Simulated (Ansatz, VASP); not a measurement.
Two plane-wave programs on Al3InSb4

```
Al In Sb
1.0
     4.45711    0.00000    0.00000
    -2.22856    3.85997    0.00000
     0.00000    0.00000   14.70358
Al In Sb
3 1 4
Direct
  0.66667 0.33333 0.25579
  0.66667 0.33333 0.74399
  0.33333 0.66667 0.50018
  0.33333 0.66667 0.00192
  0.66667 0.33333 0.44015
  0.66667 0.33333 0.92716
  0.33333 0.66667 0.19662
  0.33333 0.66667 0.68439
```

Alike in both runs: functional PBE; k mesh 12 × 12 × 4; occupations gaussian, width 0.02 eV; no spin polarisation.

Ansatz relaxed the structure, and its values are those at the end. VASP's run is a single point on that final structure, the one shown.

|  | VASP | Ansatz |
| --- | --- | --- |
| version | VASP 6.6.1 | Ansatz 0.2.0 |
| potentials or method | VASP PAW PBE potentials, release 64 (Al, In_d, Sb), cutoff 520 eV | scalar-relativistic, plane waves, PAW |
| valence electrons in the cell | 42 | 82 |

VASP gave:

* gap on the k mesh at the Fermi level (eV): 0.53
* least direct gap on the mesh (eV): 0.53
* pressure (GPa): 0.1
* rms of the force components (eV/Å): 0.005

Q: Which values does Ansatz return?

A: gap on the k mesh at the Fermi level (eV): 0.54; least direct gap on the mesh (eV): 0.54; pressure (GPa): 0.0; rms of the force components (eV/Å): 0.000.

The functional is the same, so the differences come from potentials, cutoffs and numerics. VASP's potentials hold 42 valence electrons a cell and Ansatz's 82, so a difference there can come from the potentials and not from the codes.

Neither program's run includes spin-orbit coupling.
